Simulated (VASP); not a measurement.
# Ta2PtS4 (P4/mmm) in VASP: single point with PBE

Aim: the single point of Ta2PtS4 with PBE.

Everything below comes from runs of VASP 6.6.1. Logs are shortened: lines on timing, memory, paths and dates and some standing lists are left out, and cuts for length are marked.

### 1 The cell of the first run

It takes space group P4/mmm (No. 123, tetragonal). The conventional cell has a = 8.165 Å, b = 8.165 Å, c = 3.275 Å, α = 90.00°, β = 90.00°, γ = 90.00°. Ta (site symmetry mmm) has 4 S at 2.38 Å within 3.1 Å. Within 3.1 Å of Pt (site symmetry 4/mmm) lie 4 S at 2.36 Å. S (site symmetry m2m) has 1 Pt at 2.36 Å and 2 Ta at 2.38 Å within 3.1 Å.

### 2 Single point, PBE, collinear spin, ferromagnetic start

File INCAR:

```
SYSTEM = Ta2PtS4
ALGO = Normal
EDIFF = 1E-7
ENCUT = 520
GGA = PE
ISIF = 2
ISMEAR = 0
ISPIN = 2
LASPH = .TRUE.
LCHARG = .TRUE.
LELF = .TRUE.
LMAXMIX = 4
LORBIT = 11
LREAL = .FALSE.
LVHAR = .TRUE.
LWAVE = .FALSE.
MAGMOM = 1 1 1 0 0 0 0
NBANDS = 41
NELM = 150
PREC = Accurate
SIGMA = 0.1
```

File KPOINTS:

```
k-points
0
G
  2 2 6
  0 0 0
```

File POSCAR:

```
Ta2PtS4
1.0
    8.1646628285      0.0000000000      0.0000000000
    0.0000000000      8.1646628285      0.0000000000
    0.0000000000      0.0000000000      3.2745495133
Ta Pt S
2 1 4
Direct
    0.5000000000      0.0000000000      0.0000000000
    0.0000000000      0.5000000000      0.0000000000
    0.5000000000      0.5000000000      0.5000000000
    0.7890245000      0.5000000000      0.5000000000
    0.2109755000      0.5000000000      0.5000000000
    0.5000000000      0.7890245000      0.5000000000
    0.5000000000      0.2109755000      0.5000000000
```

Potentials or basis: VASP PAW PBE potentials, release 64 (Ta_pv, Pt, S).

On the command line:

```bash
$ cat potpaw_PBE.64/Ta_pv/POTCAR potpaw_PBE.64/Pt/POTCAR potpaw_PBE.64/S/POTCAR > POTCAR
$ mpirun -np 1 vasp_std > vasp.out
```

OUTCAR:

```text
SYSTEM = Ta2PtS4
   EDIFF = 1E-7
   ENCUT = 520
   GGA = PE
   ISIF = 2
   ISMEAR = 0
   ISPIN = 2
   LASPH = .TRUE.
   LORBIT = 11
   LREAL = .FALSE.
   NELM = 150
   PREC = Accurate

 ion  position               nearest neighbor table
   1  0.500  0.000  0.000-   6 2.38   7 2.38   6 2.38   7 2.38
   2  0.000  0.500  0.000-   4 2.38   5 2.38   4 2.38   5 2.38
   3  0.500  0.500  0.500-   4 2.36   5 2.36   6 2.36   7 2.36
   4  0.789  0.500  0.500-   3 2.36   2 2.38   2 2.38
   5  0.211  0.500  0.500-   3 2.36   2 2.38   2 2.38
   6  0.500  0.789  0.500-   3 2.36   1 2.38   1 2.38
   7  0.500  0.211  0.500-   3 2.36   1 2.38   1 2.38

  LATTYP: Found a simple tetragonal cell.
 ALAT       =     8.1646628285
 C/A-ratio  =     0.4010636547

  Lattice vectors:

 A1 = (   8.1646628285,   0.0000000000,   0.0000000000)
 A2 = (   0.0000000000,   8.1646628285,   0.0000000000)
 A3 = (   0.0000000000,   0.0000000000,   3.2745495133)

Analysis of symmetry for initial positions (statically):
=====================================================================
 Subroutine PRICEL returns:
 Original cell was already a primitive cell.

 Routine SETGRP: Setting up the symmetry group for a
 simple tetragonal supercell.

 Subroutine GETGRP returns: Found 16 space group operations
 (whereof 16 operations were pure point group operations)
 out of a pool of 16 trial point group operations.

The static configuration has the point symmetry D_4h.

Analysis of symmetry for dynamics (positions and initial velocities):
=====================================================================
 Subroutine PRICEL returns:
 Original cell was already a primitive cell.

 Routine SETGRP: Setting up the symmetry group for a
 simple tetragonal supercell.

 Subroutine GETGRP returns: Found 16 space group operations
 (whereof 16 operations were pure point group operations)
 out of a pool of 16 trial point group operations.

The dynamic configuration has the point symmetry D_4h.

Analysis of structural, dynamic, and magnetic symmetry:
=====================================================================
 Subroutine PRICEL returns:
 Original cell was already a primitive cell.

 Routine SETGRP: Setting up the symmetry group for a
 simple tetragonal supercell.

 Subroutine GETGRP returns: Found 16 space group operations
 (whereof 16 operations were pure point group operations)
 out of a pool of 16 trial point group operations.

The overall configuration has the point symmetry D_4h.

 Subroutine INISYM returns: Found 16 space group operations
 (whereof 16 operations are pure point group operations),
 and found     1 'primitive' translations

----------------------------------------------------------------------------------------

                                     Primitive cell

  volume of cell :     218.2871

  direct lattice vectors                    reciprocal lattice vectors
     8.164662828  0.000000000  0.000000000     0.122479032  0.000000000  0.000000000
     0.000000000  8.164662828  0.000000000     0.000000000  0.122479032  0.000000000
     0.000000000  0.000000000  3.274549513     0.000000000  0.000000000  0.305385518

  length of vectors
     8.164662828  8.164662828  3.274549513     0.122479032  0.122479032  0.305385518

  position of ions in fractional coordinates (direct lattice)
     0.500000000  0.000000000  0.000000000
     0.000000000  0.500000000  0.000000000
     0.500000000  0.500000000  0.500000000
     0.789024500  0.500000000  0.500000000
     0.210975500  0.500000000  0.500000000
     0.500000000  0.789024500  0.500000000
     0.500000000  0.210975500  0.500000000

  ion indices of the primitive-cell ions
   primitive index   ion index
                 1           1
                 2           2
                 3           3
                 4           4
                 5           5
                 6           6
                 7           7

----------------------------------------------------------------------------------------

 KPOINTS: k-points

Automatic generation of k-mesh.
 Grid dimensions read from file:
 generate k-points for:    2    2    6

 Generating k-lattice:

  Cartesian coordinates                     Fractional coordinates (reciprocal lattice)
     0.061239516  0.000000000  0.000000000     0.500000000  0.000000000  0.000000000
     0.000000000  0.061239516  0.000000000     0.000000000  0.500000000  0.000000000
     0.000000000  0.000000000  0.050897586     0.000000000  0.000000000  0.166666667

  Length of vectors
     0.061239516  0.061239516  0.050897586

  Shift w.r.t. Gamma in fractional coordinates (k-lattice)
     0.000000000  0.000000000  0.000000000

 Subroutine IBZKPT returns following result:
 ===========================================

 Found     12 irreducible k-points:

 Following reciprocal coordinates:
            Coordinates               Weight
  0.000000  0.000000  0.000000      1.000000
  0.500000  0.000000  0.000000      2.000000
  0.500000  0.500000  0.000000      1.000000
  0.000000  0.000000  0.166667      2.000000
  0.500000  0.000000  0.166667      4.000000
  0.500000  0.500000  0.166667      2.000000
  0.000000  0.000000  0.333333      2.000000
  0.500000  0.000000  0.333333      4.000000
  0.500000  0.500000  0.333333      2.000000
  0.000000  0.000000  0.500000      1.000000
  0.500000  0.000000  0.500000      2.000000
  0.500000  0.500000  0.500000      1.000000
   k-points           NKPTS =     12   k-points in BZ     NKDIM =     12   number of bands    NBANDS=     41
   number of dos      NEDOS =    301   number of ions     NIONS =      7
   total plane-waves  NPLWV =  98304
   dimension x,y,z NGX =    64 NGY =   64 NGZ =   24
   dimension x,y,z NGXF=   128 NGYF=  128 NGZF=   48
   ions per type =               2   1   4
   NGX,Y,Z   is equivalent  to a cutoff of  13.03, 13.03, 12.18 a.u.
   NGXF,Y,Z  is equivalent  to a cutoff of  26.06, 26.06, 24.37 a.u.
 SYSTEM =  Ta2PtS4
   PREC   = accura    normal or accurate (medium, high low for compatibility)
   ISTART =      0    job   : 0-new  1-cont  2-samecut
   ICHARG =      2    charge: 1-file 2-atom 10-const
   ISPIN  =      2    spin polarized calculation?
   LNONCOLLINEAR =      F non collinear calculations
   LSORBIT =      F    spin-orbit coupling
   LASPH  =      T    aspherical Exc in radial PAW
   ENCUT  =  520.0 eV  38.22 Ry    6.18 a.u.  15.18 15.18  6.09*2*pi/ulx,y,z
   NELM   =    150;   NELMIN=  2; NELMDL= -5     # of ELM steps
   EDIFF  = 0.1E-06   stopping-criterion for ELM
   LREAL  =      F    real-space projection
   EDIFFG = 0.1E-05   stopping-criterion for IOM
   NSW    =      0    number of steps for IOM
   IBRION =     -1    ionic relax: 0-MD 1-quasi-New 2-CG
   NFREE  =      0    steps in history (QN), initial steepest desc. (CG)
   ISIF   =      2    stress and relaxation
   ISYM   =      2    0-nonsym 1-usesym 2-fastsym
   POTIM  = 0.5000    time-step for ionic-motion
   TEBEG  =    0.0;   TEEND  =   0.0 temperature during run
   PSTRESS=    0.0 pullay stress
   NELECT =      56.0000    total number of electrons
   NUPDOWN=      -1.0000    fix difference up-down
   EMIN   =  10.00;   EMAX   =-10.00  energy-range for DOS
   EFERMI =   0.00;   METHOD = LEGACY
   ISMEAR =     0;   SIGMA  =   0.10  broadening in eV -4-tet -1-fermi 0-gaus
   EFERMI_NEDOS =   21; number of points for ismear=-14 and -15
   IALGO  =     38    algorithm
   IMIX   =      4    mixing-type and parameters
     AMIX     =   0.40;   BMIX     =  1.00
     AMIX_MAG =   1.60;   BMIX_MAG =  1.00
  volume/ion in A,a.u.               =      31.18       210.44
  Fermi-wavevector in a.u.,A,eV,Ry     =   1.040227  1.965744 14.722488  1.082072
  Thomas-Fermi vector in A             =   2.174793
   LORBIT       =     11    0 simple, 1 ext, 2 COOP (PROOUT), +10 PAW based schemes
   GGA     = PE    functional components
   LHFCALC =     F    Hartree Fock is set to
   AEXX    =    0.0000 exact exchange contribution
   IVDW    =     0    specifies the selected vdW correction
   LEPSILON=     F    determine dielectric tensor
   LRPA    =     F    only Hartree local field effects (RPA)
 spin polarized calculation
 Gauss-broadening in eV      SIGMA  =   0.10
  energy-cutoff  :      520.00
  volume of cell :      218.29
 maximum number of plane-waves:      5905
 NGX is ok and might be reduce to    64
   NGX = 31   NGY = 31   NGZ = 13

 number of electron      55.9999999 magnetization       2.3963029

 Free energy of the ion-electron system (eV)
  ---------------------------------------------------
  ext. energy  EPLUGINS =         0.00000000
  ---------------------------------------------------
  free energy    TOTEN  =       -47.48648552 eV

  energy without entropy =      -47.47705630  energy(sigma->0) =      -47.48177091

 E-fermi :   2.0826     XC(G=0):  -7.7287

 val. band max:        2.0408902572   @ k =   0.0000   0.0000   0.5000
 cond. band min:       2.1191322842   @ k =   0.5000   0.0000   0.3333
 fundamental gap:      0.0782420270
 Fermi energy:         2.0826427832

 spin component 1

 k-point     1 :       0.0000    0.0000    0.0000
  band No.  band energies     occupation
      1     -33.5398      1.00000
      2     -33.5398      1.00000
      3     -33.3053      1.00000
      4     -33.3053      1.00000
      5     -33.3009      1.00000
      6     -33.3009      1.00000
[... 32 lines left out ...]
     39       6.6398      0.00000
     40       7.0529      0.00000

 k-point     2 :       0.5000    0.0000    0.0000
  band No.  band energies     occupation
      1     -33.5398      1.00000
      2     -33.5398      1.00000
      3     -33.3053      1.00000
      4     -33.3053      1.00000
      5     -33.3009      1.00000
      6     -33.3009      1.00000
[... 419 lines left out ...]
     39       6.0622      0.00000
     40       7.9171      0.00000

 k-point    12 :       0.5000    0.5000    0.5000
  band No.  band energies     occupation
      1     -33.5692      1.00000
      2     -33.5692      1.00000
      3     -33.5185      1.00000
      4     -33.5185      1.00000
      5     -33.2555      1.00000
      6     -33.2554      1.00000
[... 32 lines left out ...]
     39       7.0768      0.00000
     40       7.9409      0.00000
 Fermi energy:         2.0826427832

 spin component 2

 k-point     1 :       0.0000    0.0000    0.0000
  band No.  band energies     occupation
      1     -33.0116      1.00000
      2     -33.0116      1.00000
      3     -32.9418      1.00000
      4     -32.9418      1.00000
      5     -32.7384      1.00000
      6     -32.7384      1.00000
[... 32 lines left out ...]
     39       7.1794      0.00000
     40       7.1794      0.00000

 k-point     2 :       0.5000    0.0000    0.0000
  band No.  band energies     occupation
      1     -33.0116      1.00000
      2     -33.0116      1.00000
      3     -32.9418      1.00000
      4     -32.9418      1.00000
      5     -32.7384      1.00000
      6     -32.7384      1.00000
[... 419 lines left out ...]
     39       6.7378      0.00000
     40       8.1344      0.00000

 k-point    12 :       0.5000    0.5000    0.5000
  band No.  band energies     occupation
      1     -33.2785      1.00000
      2     -33.2785      1.00000
      3     -32.8950      1.00000
      4     -32.8950      1.00000
      5     -32.7164      1.00000
      6     -32.7164      1.00000
[... 32 lines left out ...]
     39       8.1524      0.00000
     40       8.1524      0.00000
 [bands above 40 left out]

------------------------ aborting loop because EDIFF is reached ----------------------------------------

  FORCE on cell =-STRESS in cart. coord.  units (eV):
  Direction    XX          YY          ZZ          XY          YZ          ZX
  --------------------------------------------------------------------------------------
  -------------------------------------------------------------------------------------
  Total        0.3180910      0.3180910      3.2949926      0.0000000     -0.0000000      0.0000000
  in kB        2.3347154      2.3347154     24.1844910      0.0000000     -0.0000000      0.0000000
  external PRESSURE =       9.6179740 kB  Pullay stress =       0.0000000 kB

 VOLUME and BASIS-vectors are now :
 -----------------------------------------------------------------------------
  energy-cutoff  :      520.00
  volume of cell :      218.29
      direct lattice vectors                 reciprocal lattice vectors
     8.164662828  0.000000000  0.000000000     0.122479032  0.000000000  0.000000000
     0.000000000  8.164662828  0.000000000     0.000000000  0.122479032  0.000000000
     0.000000000  0.000000000  3.274549513     0.000000000  0.000000000  0.305385518

 POSITION                                       TOTAL-FORCE (eV/Angst)
 -----------------------------------------------------------------------------------
      4.08233      0.00000      0.00000        -0.000000      0.000000      0.000000
      0.00000      4.08233      0.00000        -0.000000      0.000000      0.000000
      4.08233      4.08233      1.63727        -0.000000      0.000000      0.000000
      6.44212      4.08233      1.63727        -0.167658      0.000000      0.000000
      1.72254      4.08233      1.63727         0.167658      0.000000     -0.000000
      4.08233      6.44212      1.63727        -0.000000     -0.167658     -0.000000
      4.08233      1.72254      1.63727        -0.000000      0.167658     -0.000000
 -----------------------------------------------------------------------------------
    total drift:                                0.000000      0.000000      0.000000

  FREE ENERGIE OF THE ION-ELECTRON SYSTEM (eV)
  ---------------------------------------------------
  free  energy   TOTEN  =       -47.4864855165 eV

  energy  without entropy=      -47.4770562982  energy(sigma->0) =      -47.48177091

 total charge

# of ion       s       p       d       tot
------------------------------------------
    1        0.326   6.163   2.291   8.779
    2        0.326   6.163   2.291   8.779
    3        0.634   0.508   8.170   9.312
    4        1.333   2.402   0.000   3.735
    5        1.333   2.402   0.000   3.735
    6        1.333   2.402   0.000   3.735
    7        1.333   2.402   0.000   3.735
--------------------------------------------------
tot          6.618  22.441  12.752  41.811

 magnetization (x)

# of ion       s       p       d       tot
------------------------------------------
    1        0.069   0.006   0.704   0.779
    2        0.069   0.006   0.704   0.779
    3        0.001  -0.001  -0.005  -0.005
    4       -0.000  -0.040   0.000  -0.040
    5       -0.000  -0.040   0.000  -0.040
    6       -0.000  -0.040   0.000  -0.040
    7       -0.000  -0.040   0.000  -0.040
--------------------------------------------------
tot          0.138  -0.147   1.403   1.393
```

Run time: 5.9 min. Hardware: 1 thread of Oxide Virtual Turin-like, shared host; peak memory 0.44 GiB.

What came out:

```yaml
Free_energy: -47.4865 eV
Pressure: 1.0 GPa
Largest_force: 0.168 eV/Å
Net_moment: 2.40 μB per cell
Site_moments: Ta +0.78; Pt -0.01; S -0.04 μB
Valence_electrons_inside_the_program's_atomic_spheres: Ta 8.78; Pt 9.31; S 3.73
```

Forces on the atoms (eV/Å):
```
Ta   0.000  0.000  0.000
Ta   0.000  0.000  0.000
Pt   0.000  0.000  0.000
S   -0.168  0.000  0.000
S    0.168  0.000  0.000
S    0.000 -0.168  0.000
S    0.000  0.168  0.000
```

Stress tensor (GPa, compression positive):
```
0.23 0.00 0.00
0.00 0.23 0.00
0.00 0.00 2.42
```

Levels at points of the mesh, in eV from the Fermi level:
Spin up:
```
           k point  band 27  band 28  band 29  band 30  band 31  band 32  band 33  band 34
(0.00, 0.00, 0.00)    -1.49    -1.39    -1.12    -0.92     1.11     1.11     1.75     2.17
(0.50, 0.00, 0.00)    -1.15    -1.15    -0.80    -0.42     1.10     1.11     1.72     2.01
(0.50, 0.50, 0.00)    -0.83    -0.83    -0.42    -0.42     1.09     1.12     1.73     2.00
(0.00, 0.00, 0.50)    -0.35    -0.31    -0.21    -0.04     0.66     1.08     1.08     1.61
(0.50, 0.00, 0.50)    -0.33    -0.31    -0.21    -0.18     0.50     1.07     1.60     2.27
(0.50, 0.50, 0.50)    -0.36    -0.36    -0.13    -0.13     0.34     1.35     1.85     2.95
```
Spin down:
| k point | band 23 | band 24 | band 25 | band 26 | band 27 | band 28 | band 29 | band 30 |
| --- | --- | --- | --- | --- | --- | --- | --- | --- |
| (0.00, 0.00, 0.00) | -2.33 | -2.01 | -2.01 | -1.71 | -1.50 | -1.12 | 0.13 | 0.89 |
| (0.50, 0.00, 0.00) | -2.17 | -2.08 | -2.01 | -1.31 | -0.59 | -0.42 | 0.53 | 0.53 |
| (0.50, 0.50, 0.00) | -2.61 | -2.11 | -0.60 | -0.60 | -0.42 | -0.42 | 0.58 | 0.58 |
| (0.00, 0.00, 0.50) | -1.94 | -1.47 | -1.25 | -0.31 | 0.36 | 0.69 | 0.73 | 1.37 |
| (0.50, 0.00, 0.50) | -2.19 | -1.94 | -1.34 | -0.35 | 0.52 | 0.54 | 0.57 | 1.36 |
| (0.50, 0.50, 0.50) | -2.59 | -2.16 | -2.16 | -0.37 | 0.40 | 0.55 | 0.55 | 1.61 |

Caveat: the k points lie up to 0.38 Å⁻¹ apart; spin-orbit coupling is left out, which moves the levels of the heavy elements.
